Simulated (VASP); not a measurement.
# TiO2 (rutile type) (P4_2/mnm) in VASP: a series of runs

Runs on TiO2 (rutile type). Level: PBE. Tasks: single point, relaxation of cell and atoms.

Everything below comes from runs of VASP 6.6.1. Logs are shortened: lines on timing, memory, paths and dates and some standing lists are left out, and cuts for length are marked.

**1. The cell of the first run**

Symmetry: P4_2/mnm, No. 136, tetragonal system. The conventional cell has a = 4.026 Å, b = 4.026 Å, c = 2.737 Å, α = 90.00°, β = 90.00°, γ = 90.00°. Ti (site symmetry mmm) has 6 O at 1.72 to 1.77 Å within 2.3 Å. O (site symmetry m2m) has 3 Ti at 1.72 to 1.77 Å and 1 O at 2.26 Å within 2.3 Å.

**2. Single point, PBE**

The input, INCAR:

```
SYSTEM = TiO2
  PREC = Accurate
  ENCUT = 520
  EDIFF = 1E-6
  ISMEAR = -1
  SIGMA = 0.1
  LREAL = .False.
  LASPH = .True.
  NELM = 100
  ALGO = Normal
  ISIF = 2
  LWAVE = .False.
  LCHARG = .False.
  GGA = PE
  NBANDS = 33
```

The input, KPOINTS:

```
Automatic mesh
0
Gamma
  8 8 12
  0 0 0
```

The input, POSCAR:

```
TiO2
1.0
    4.0257376567      0.0000000000      0.0000000000
    0.0000000000      4.0257376567      0.0000000000
    0.0000000000      0.0000000000      2.7373029864
Ti O
2 4
Direct
    0.0000000000      0.0000000000      0.0000000000
    0.5000000000      0.5000000000      0.5000000000
    0.3014937674      0.3014937674      0.0000000000
    0.6985062326      0.6985062326      0.0000000000
    0.8014937674      0.1985062326      0.5000000000
    0.1985062326      0.8014937674      0.5000000000
```

Potentials or basis: VASP PAW PBE potentials, release 64 (Ti_sv, O).

Launch:

```bash
$ cat potpaw_PBE.64/Ti_sv/POTCAR potpaw_PBE.64/O/POTCAR > POTCAR
$ mpirun -np 1 vasp_std > vasp.out
```

OUTCAR:

```text
SYSTEM = TiO2
   PREC = Accurate
   ENCUT = 520
   EDIFF = 1E-6
   ISMEAR = -1
   LREAL = .False.
   LASPH = .True.
   NELM = 100
   ISIF = 2
   GGA = PE

 ion  position               nearest neighbor table
   1  0.000  0.000  0.000-   3 1.72   4 1.72   5 1.77   6 1.77   5 1.77   6 1.77
   2  0.500  0.500  0.500-   5 1.72   6 1.72   3 1.77   4 1.77   3 1.77   4 1.77
   3  0.301  0.301  0.000-   1 1.72   2 1.77   2 1.77
   4  0.699  0.699  0.000-   1 1.72   2 1.77   2 1.77
   5  0.801  0.199  0.500-   2 1.72   1 1.77   1 1.77
   6  0.199  0.801  0.500-   2 1.72   1 1.77   1 1.77

  LATTYP: Found a simple tetragonal cell.
 ALAT       =     4.0257376567
 C/A-ratio  =     0.6799506624

  Lattice vectors:

 A1 = (   4.0257376567,   0.0000000000,   0.0000000000)
 A2 = (   0.0000000000,   4.0257376567,   0.0000000000)
 A3 = (   0.0000000000,   0.0000000000,   2.7373029864)

Analysis of symmetry for initial positions (statically):
=====================================================================
 Subroutine PRICEL returns:
 Original cell was already a primitive cell.

 Routine SETGRP: Setting up the symmetry group for a
 simple tetragonal supercell.

 Subroutine GETGRP returns: Found 16 space group operations
 (whereof  8 operations were pure point group operations)
 out of a pool of 16 trial point group operations.

The static configuration has the point symmetry D_2h.
 The point group associated with its full space group is D_4h.

Analysis of symmetry for dynamics (positions and initial velocities):
=====================================================================
 Subroutine PRICEL returns:
 Original cell was already a primitive cell.

 Routine SETGRP: Setting up the symmetry group for a
 simple tetragonal supercell.

 Subroutine GETGRP returns: Found 16 space group operations
 (whereof  8 operations were pure point group operations)
 out of a pool of 16 trial point group operations.

The dynamic configuration has the point symmetry D_2h.
 The point group associated with its full space group is D_4h.

 Subroutine INISYM returns: Found 16 space group operations
 (whereof  8 operations are pure point group operations),
 and found     1 'primitive' translations

----------------------------------------------------------------------------------------

                                     Primitive cell

  volume of cell :      44.3623

  direct lattice vectors                    reciprocal lattice vectors
     4.025737657  0.000000000  0.000000000     0.248401681  0.000000000  0.000000000
     0.000000000  4.025737657  0.000000000     0.000000000  0.248401681  0.000000000
     0.000000000  0.000000000  2.737302986     0.000000000  0.000000000  0.365323095

  length of vectors
     4.025737657  4.025737657  2.737302986     0.248401681  0.248401681  0.365323095

  position of ions in fractional coordinates (direct lattice)
     0.000000000  0.000000000  0.000000000
     0.500000000  0.500000000  0.500000000
     0.301493767  0.301493767  0.000000000
     0.698506233  0.698506233  0.000000000
     0.801493767  0.198506233  0.500000000
     0.198506233  0.801493767  0.500000000

  ion indices of the primitive-cell ions
   primitive index   ion index
                 1           1
                 2           2
                 3           3
                 4           4
                 5           5
                 6           6

----------------------------------------------------------------------------------------

 KPOINTS: Automatic mesh

Automatic generation of k-mesh.
 Grid dimensions read from file:
 generate k-points for:    8    8   12

 Generating k-lattice:

  Cartesian coordinates                     Fractional coordinates (reciprocal lattice)
     0.031050210  0.000000000  0.000000000     0.125000000  0.000000000  0.000000000
     0.000000000  0.031050210  0.000000000     0.000000000  0.125000000  0.000000000
     0.000000000  0.000000000  0.030443591     0.000000000  0.000000000  0.083333333

  Length of vectors
     0.031050210  0.031050210  0.030443591

  Shift w.r.t. Gamma in fractional coordinates (k-lattice)
     0.000000000  0.000000000  0.000000000

 Subroutine IBZKPT returns following result:
 ===========================================

 Found    105 irreducible k-points:

 Following reciprocal coordinates:
            Coordinates               Weight
  0.000000  0.000000  0.000000      1.000000
  0.125000  0.000000  0.000000      4.000000
  0.250000  0.000000  0.000000      4.000000
  0.375000  0.000000  0.000000      4.000000
  0.500000  0.000000  0.000000      2.000000
  0.125000  0.125000  0.000000      4.000000
[... 16 lines left out ...]
  0.375000  0.125000  0.083333     16.000000
  0.500000  0.125000  0.083333      8.000000
 [... further k-points ...]
   k-points           NKPTS =    105   k-points in BZ     NKDIM =    105   number of bands    NBANDS=     33
   number of dos      NEDOS =    301   number of ions     NIONS =      6
   total plane-waves  NPLWV =  18000
   dimension x,y,z NGX =    30 NGY =   30 NGZ =   20
   dimension x,y,z NGXF=    60 NGYF=   60 NGZF=   40
   ions per type =               2   4
   NGX,Y,Z   is equivalent  to a cutoff of  12.39, 12.39, 12.15 a.u.
   NGXF,Y,Z  is equivalent  to a cutoff of  24.78, 24.78, 24.29 a.u.
 SYSTEM =  TiO2
   PREC   = accura    normal or accurate (medium, high low for compatibility)
   ISTART =      0    job   : 0-new  1-cont  2-samecut
   ICHARG =      2    charge: 1-file 2-atom 10-const
   ISPIN  =      1    spin polarized calculation?
   LNONCOLLINEAR =      F non collinear calculations
   LSORBIT =      F    spin-orbit coupling
   LASPH  =      T    aspherical Exc in radial PAW
   ENCUT  =  520.0 eV  38.22 Ry    6.18 a.u.   7.49  7.49  5.09*2*pi/ulx,y,z
   NELM   =    100;   NELMIN=  2; NELMDL= -5     # of ELM steps
   EDIFF  = 0.1E-05   stopping-criterion for ELM
   LREAL  =      F    real-space projection
[... 7 lines left out ...]
   TEBEG  =    0.0;   TEEND  =   0.0 temperature during run
   PSTRESS=    0.0 pullay stress
   NELECT =      48.0000    total number of electrons
   NUPDOWN=      -1.0000    fix difference up-down
   EMIN   =  10.00;   EMAX   =-10.00  energy-range for DOS
   EFERMI =   0.00;   METHOD = LEGACY
   ISMEAR =    -1;   SIGMA  =   0.10  broadening in eV -4-tet -1-fermi 0-gaus
   EFERMI_NEDOS =   21; number of points for ismear=-14 and -15
   IALGO  =     38    algorithm
   IMIX   =      4    mixing-type and parameters
     AMIX     =   0.40;   BMIX     =  1.00
     AMIX_MAG =   1.60;   BMIX_MAG =  1.00
  volume/ion in A,a.u.               =       7.39        49.90
  Fermi-wavevector in a.u.,A,eV,Ry     =   1.680676  3.176017 38.431989  2.824671
  Thomas-Fermi vector in A             =   2.764368
   LORBIT       =      0    0 simple, 1 ext, 2 COOP (PROOUT), +10 PAW based schemes
   GGA     = PE    functional components
   LHFCALC =     F    Hartree Fock is set to
   AEXX    =    0.0000 exact exchange contribution
   IVDW    =     0    specifies the selected vdW correction
   LEPSILON=     F    determine dielectric tensor
   LRPA    =     F    only Hartree local field effects (RPA)
 non-spin polarized calculation
  energy-cutoff  :      520.00
  volume of cell :       44.36
 maximum number of plane-waves:      1218
 NGX is ok and might be reduce to    30
   NGX = 15   NGY = 15   NGZ = 11

 number of electron      47.9999976 magnetization

 Free energy of the ion-electron system (eV)
  ---------------------------------------------------
  ext. energy  EPLUGINS =         0.00000000
  ---------------------------------------------------
  free energy    TOTEN  =       -46.02528001 eV

  energy without entropy =      -46.02527981  energy(sigma->0) =      -46.02527991

 E-fermi :  10.3096     XC(G=0): -13.3685

 val. band max:        9.0582373765   @ k =   0.0000   0.0000   0.0000
 cond. band min:      11.6232241416   @ k =   0.0000   0.0000   0.0000
 fundamental gap:      2.5649867651
 Fermi energy:        10.3096303760

 k-point     1 :       0.0000    0.0000    0.0000
  band No.  band energies     occupation
      1     -46.8748      2.00000
      2     -46.7657      2.00000
      3     -23.8399      2.00000
      4     -23.8399      2.00000
      5     -23.1328      2.00000
      6     -23.1328      2.00000
[... 25 lines left out ...]
     32      18.8768      0.00000
     33      18.8775      0.00000

 k-point     2 :       0.1250    0.0000    0.0000
  band No.  band energies     occupation
      1     -46.8706      2.00000
      2     -46.7698      2.00000
      3     -23.8207      2.00000
      4     -23.8162      2.00000
      5     -23.1649      2.00000
      6     -23.1594      2.00000
[... 25 lines left out ...]
     32      18.7475      0.00000
     33      18.7778      0.00000

 k-point     3 :       0.2500    0.0000    0.0000
  band No.  band energies     occupation
      1     -46.8585      2.00000
      2     -46.7814      2.00000
      3     -23.7647      2.00000
      4     -23.7494      2.00000
      5     -23.2516      2.00000
      6     -23.2337      2.00000
[... 25 lines left out ...]
     32      18.4263      0.00000
     33      18.5137      0.00000

 k-point     4 :       0.3750    0.0000    0.0000
  band No.  band energies     occupation
      1     -46.8406      2.00000
      2     -46.7989      2.00000
      3     -23.6794      2.00000
      4     -23.6558      2.00000
      5     -23.3639      2.00000
      6     -23.3380      2.00000
[... 25 lines left out ...]
     32      18.1570      0.00000
     33      18.1912      0.00000

 k-point     5 :       0.5000    0.0000    0.0000
  band No.  band energies     occupation
      1     -46.8197      2.00000
      2     -46.8197      2.00000
      3     -23.6047      2.00000
      4     -23.6047      2.00000
      5     -23.4217      2.00000
      6     -23.4217      2.00000
[... 604 lines left out ...]
 k-point    22 :       0.2500    0.1250    0.0833
  band No.  band energies     occupation
      1     -46.8462      2.00000
      2     -46.7773      2.00000
      3     -23.8207      2.00000
      4     -23.6467      2.00000
      5     -23.3531      2.00000
      6     -23.1494      2.00000
[... 25 lines left out ...]
     32      17.9283      0.00000
     33      18.5968      0.00000

 k-point    23 :       0.3750    0.1250    0.0833
  band No.  band energies     occupation
      1     -46.8302      2.00000
      2     -46.7929      2.00000
      3     -23.7692      2.00000
      4     -23.6102      2.00000
      5     -23.4029      2.00000
      6     -23.2247      2.00000
[... 25 lines left out ...]
     32      18.1884      0.00000
     33      18.3368      0.00000

 k-point    24 :       0.5000    0.1250    0.0833
  band No.  band energies     occupation
      1     -46.8114      2.00000
      2     -46.8114      2.00000
      3     -23.6853      2.00000
      4     -23.6853      2.00000
      5     -23.3257      2.00000
      6     -23.3257      2.00000
[... 25 lines left out ...]
     32      17.9337      0.00000
     33      19.0037      0.00000

 [... further k-points ...]
[... 5 lines left out ...]
  --------------------------------------------------------------------------------------
  -------------------------------------------------------------------------------------
  Total       47.1357143     47.1357143     47.2034983      0.0000000      0.0000000      0.0000000
  in kB     1702.3421962   1702.3421962   1704.7902665      0.0000000      0.0000000      0.0000000
  external PRESSURE =    1703.1582196 kB  Pullay stress =       0.0000000 kB

 VOLUME and BASIS-vectors are now :
 -----------------------------------------------------------------------------
  energy-cutoff  :      520.00
  volume of cell :       44.36
      direct lattice vectors                 reciprocal lattice vectors
     4.025737657  0.000000000  0.000000000     0.248401681  0.000000000  0.000000000
     0.000000000  4.025737657  0.000000000     0.000000000  0.248401681  0.000000000
     0.000000000  0.000000000  2.737302986     0.000000000  0.000000000  0.365323095

 POSITION                                       TOTAL-FORCE (eV/Angst)
 -----------------------------------------------------------------------------------
      0.00000      0.00000      0.00000         0.000000     -0.000000      0.000000
      2.01287      2.01287      1.36865         0.000000     -0.000000      0.000000
      1.21373      1.21373      0.00000        -0.023376     -0.023376      0.000000
      2.81200      2.81200      0.00000         0.023376      0.023376     -0.000000
      3.22660      0.79913      1.36865        -0.023376      0.023376     -0.000000
      0.79913      3.22660      1.36865         0.023376     -0.023376      0.000000
 -----------------------------------------------------------------------------------
    total drift:                               -0.000000      0.000000     -0.000000

  FREE ENERGIE OF THE ION-ELECTRON SYSTEM (eV)
  ---------------------------------------------------
  free  energy   TOTEN  =       -46.0252800113 eV

  energy  without entropy=      -46.0252798101  energy(sigma->0) =      -46.02527991
```

Run time: 3.4 min. Hardware: 1 thread of Intel Xeon 8259CL, shared host; peak memory 0.24 GiB.

Results:

| Quantity | Value |
| --- | --- |
| Free energy | -46.0253 eV |
| Pressure | 170.3 GPa |
| Largest force | 0.033 eV/Å |
| Band gap on the k mesh | 2.56 eV |

Forces in eV/Å, atoms in the order of the input:
```
Ti   0.000  0.000  0.000
Ti   0.000  0.000  0.000
O   -0.023 -0.023  0.000
O    0.023  0.023  0.000
O   -0.023  0.023  0.000
O    0.023 -0.023  0.000
```

Stress tensor (GPa, compression positive):
```
170.23   0.00   0.00
  0.00 170.23   0.00
  0.00   0.00 170.48
```

Levels at points of the mesh, in eV from the valence-band top:
```
           k point  band 21  band 22  band 23  band 24  band 25  band 26  band 27  band 28
(0.00, 0.00, 0.00)    -0.80    -0.25    -0.25     0.00     2.57     3.27     3.29     3.42
(0.50, 0.00, 0.00)    -2.43    -2.43    -1.11    -1.11     3.92     3.92     4.66     4.66
(0.50, 0.50, 0.00)    -1.60    -1.60    -0.72    -0.72     2.81     2.81     3.50     3.50
(0.00, 0.00, 0.50)    -2.60    -2.60    -1.44    -1.44     4.35     4.35     4.67     4.67
(0.50, 0.00, 0.50)    -2.69    -2.69    -1.42    -1.42     2.63     2.63     4.44     4.44
(0.50, 0.50, 0.50)    -2.18    -2.18    -0.54    -0.54     3.76     3.76     4.47     4.47
```

Caveat: the cell stands under pressure.

**3. Relaxation of cell and atoms, PBE, target pressure 170 GPa, at which the enthalpy is minimised**

This run uses another cell than the first one, of 7.46 Å³/atom.

The input, INCAR:

```
SYSTEM = TiO2
PREC     = Accurate       ! precision mode
ENCUT    = 600            ! plane-wave cutoff, eV
EDIFF    = 1E-7           ! SCF threshold, eV
ISMEAR   = -1             ! smearing method
SIGMA    = 0.1            ! smearing width, eV
LREAL    = .False.        ! projectors in reciprocal space
LASPH    = .True.         ! aspherical terms in the spheres
NELM     = 60             ! most SCF steps
ALGO     = Normal         ! electronic algorithm
ISIF     = 3              ! what is computed and relaxed
LWAVE    = .False.        ! write WAVECAR
LCHARG   = .False.        ! write CHGCAR
GGA      = PE             ! functional
IBRION   = 2              ! ionic algorithm
NSW      = 60             ! ionic steps
EDIFFG   = -0.005         ! ionic threshold
PSTRESS  = 1700.0
```

The input, KPOINTS:

```
regular mesh
0
Gamma
  8 8 12
  0 0 0
```

The input, POSCAR:

```
TiO2
1.0
    4.0771188828      0.0000000000      0.0000000000
    0.0000000000      4.0771188828      0.0000000000
    0.0000000000      0.0000000000      2.6908984627
Ti O
2 4
Direct
    0.0000000000      0.0000000000      0.0000000000
    0.5000000000      0.5000000000      0.5000000000
    0.3050000000      0.3050000000      0.0000000000
    0.6950000000      0.6950000000      0.0000000000
    0.8050000000      0.1950000000      0.5000000000
    0.1950000000      0.8050000000      0.5000000000
```

Potentials or basis: VASP PAW PBE potentials, release 64 (Ti_sv, O).

Launch:

```bash
$ cat potpaw_PBE.64/Ti_sv/POTCAR potpaw_PBE.64/O/POTCAR > POTCAR
$ mpirun -np 1 vasp_std > vasp.out
```

It took 23 min on 1 thread of Intel Xeon 8259CL, shared host; peak memory 0.28 GiB.

It converged, with:

* Free energy: -46.0330 eV
* Relaxed volume: 7.39 Å³/atom
* Relaxed cell: a = 4.025 Å, b = 4.025 Å, c = 2.737 Å, α = 90.00°, β = 90.00°, γ = 90.00°
* Space group after relaxing (to 0.1 Å): P4_2/mnm (No. 136)
* Energy change on relaxing (the run minimises the enthalpy): +39.4 meV/atom
* Ionic steps: 10
* Pressure after relaxing: 170.0 GPa
* Band gap on the k mesh: 2.57 eV

The path:
```
step  energy change (eV)  largest force (eV/Å)  pressure (GPa)  volume (Å³)
   1              0.0000                2.0390          166.97        44.73
   2              2.0352                6.5511          186.95        43.77
   3              0.1221                0.0707          168.47        44.46
   4              0.1279                0.1169          168.51        44.46
   5              0.5408                0.0116          175.45        44.07
   6              0.3168                0.0689          171.70        44.28
   7              0.2530                0.0025          170.38        44.33
   8              0.2323                0.0271          169.94        44.35
   9              0.2395                0.0256          169.99        44.35
  10              0.2361                0.0005          169.98        44.35
```

Final structure:
```cif
data_structure
_symmetry_space_group_name_H-M 'P 1'
_symmetry_Int_Tables_number 1
_cell_length_a 4.0255
_cell_length_b 4.0255
_cell_length_c 2.7369
_cell_angle_alpha 90.000
_cell_angle_beta 90.000
_cell_angle_gamma 90.000
_cell_volume 44.35
loop_
_atom_site_label
_atom_site_type_symbol
_atom_site_fract_x
_atom_site_fract_y
_atom_site_fract_z
_atom_site_occupancy
Ti1 Ti 0.00000 0.00000 0.00000 1
Ti2 Ti 0.50000 0.50000 0.50000 1
O1 O 0.30140 0.30140 0.00000 1
O2 O 0.69860 0.69860 0.00000 1
O3 O 0.80140 0.19860 0.50000 1
O4 O 0.19860 0.80140 0.50000 1
```

Levels at points of the mesh, in eV from the valence-band top:
| k point | band 21 | band 22 | band 23 | band 24 | band 25 | band 26 | band 27 | band 28 |
| --- | --- | --- | --- | --- | --- | --- | --- | --- |
| (0.00, 0.00, 0.00) | -0.80 | -0.25 | -0.25 | 0.00 | 2.57 | 3.27 | 3.29 | 3.42 |
| (0.50, 0.00, 0.00) | -2.43 | -2.43 | -1.11 | -1.11 | 3.92 | 3.92 | 4.67 | 4.67 |
| (0.50, 0.50, 0.00) | -1.60 | -1.60 | -0.72 | -0.72 | 2.80 | 2.80 | 3.50 | 3.50 |
| (0.00, 0.00, 0.50) | -2.60 | -2.60 | -1.44 | -1.44 | 4.36 | 4.36 | 4.67 | 4.67 |
| (0.50, 0.00, 0.50) | -2.69 | -2.69 | -1.42 | -1.42 | 2.63 | 2.63 | 4.44 | 4.44 |
| (0.50, 0.50, 0.50) | -2.18 | -2.18 | -0.54 | -0.54 | 3.77 | 3.77 | 4.48 | 4.48 |

Caveat: the cell is relaxed towards a set pressure, so the run minimises the enthalpy, not the energy.
